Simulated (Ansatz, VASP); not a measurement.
LiF: VASP beside Ansatz

```
Li F
1.0
     2.55995    0.00000    0.00000
     0.00000    2.55995    0.00000
     0.00000    0.00000    2.55995
Li F
1 1
Cartesian
  0.0000 0.0000 0.0000
  1.2800 1.2800 1.2800
```

Alike in both runs: task single point; functional PBE; k mesh 8 × 8 × 8; no spin polarisation.

```csv
,VASP,Ansatz
version,VASP 6.6.1,Ansatz 0.2.0
potentials or method,"VASP PAW PBE potentials, release 64 (Li_sv, F)","plane waves, PAW"
plane-wave cutoff (eV),520,420
occupations,"gaussian, width 0.01 eV",fixed
valence electrons in the cell,10,10
```

Ansatz gave:

| Item | Value |
| --- | --- |
| gap on the k mesh at the Fermi level (eV) | 7.50 |

Task: Estimate VASP's values.

Result: gap on the k mesh at the Fermi level (eV): 7.51.

Noted on VASP's run: the cutoff is short for stress, so the pressure is rough.
